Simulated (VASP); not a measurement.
HgTe:

```
CELL_PARAMETERS angstrom
0.00000 3.28920 3.28920
3.28920 0.00000 3.28920
3.28920 3.28920 0.00000
ATOMIC_POSITIONS crystal
Hg 0.00000 0.00000 0.00000
Te 0.25000 0.25000 0.25000
```

Base run:

| Property | Result |
| --- | --- |
| Program | VASP 6.6.1 |
| Functional | PBE |
| Potentials or basis | VASP PAW PBE potentials, release 64 (Hg, Te) |
| Cutoff | 520 eV |
| k mesh | 6 × 6 × 6 |
| Occupations | fermi-dirac, width 0.02 eV |
| Spin | no spin polarisation |

Its results: band gap on the k mesh zero (filled and empty bands touch); pressure 1.3 GPa.

The run is repeated on the same cell with these changes: functional from PBE to r2SCAN; further incar settings from ALGO = Normal; EDIFF = 1e-07; NBANDS = 16 to ALGO = Normal; EDIFF = 1e-06; NBANDS = 16. What comes out?

Band gap on the k mesh zero (filled and empty bands touch); pressure 0.0 GPa.

Caveats: semilocal functionals underestimate gaps, and a narrow one can read as zero; spin-orbit coupling is left out, which moves the levels of the heavy elements; the PAW data sets were made with another functional, which shifts forces and pressure a little (at least some runs).
